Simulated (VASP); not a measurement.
# Ir: single point with LDA

Crystal: Ir.

```
Ir
1.0
     0.00000    2.22341    1.51126
     2.22341    0.00000    1.51126
     2.22341    2.22341    0.00000
Ir
1
Cartesian
  0.0000 0.0000 0.0000
```

This cell differs from its parent crystal: volume 14.942 Å^3 an atom, c/a of the conventional cell 0.6797.

- Program: VASP 6.6.1
- Task: single point
- Functional: LDA
- Potentials or basis: VASP PAW LDA potentials, release 64 (Ir)
- Cutoff: 520 eV
- k mesh: 22 × 22 × 22
- Occupations: gaussian, width 0.15 eV
- Spin: no spin polarisation
- Dipole correction: no
- Further INCAR settings: ALGO = Normal; EDIFF = 1e-07; NBANDS = 10

```json
{
  "Pressure": "-12.4 GPa"
}
```

Stress tensor (GPa, compression positive):
```
 -5.66   0.00   0.00
  0.00  -5.66   0.00
  0.00   0.00 -25.81
```

Levels at points of the mesh, in eV from the Fermi level:
```
           k point  band 2  band 3  band 4  band 5  band 6  band 7
(0.00, 0.00, 0.00)   -3.69   -3.32   -3.32   -0.85   -0.17   16.68
(0.50, 0.00, 0.00)   -5.34   -0.56    0.11    0.13    2.18    7.81
(0.50, 0.50, 0.00)   -6.69    1.42    1.42    1.61    7.45    7.45
(0.50, 0.00, 0.50)   -4.91   -1.07   -0.13   -0.12    2.08    7.48
```

Run time: 45 s on 1 thread of Intel(R) Xeon(R) 6975P-C (Granite Rapids), with other jobs on the host, peak memory 0.24 GiB.

Caveat: spin-orbit coupling is left out, which moves the levels of the heavy elements.
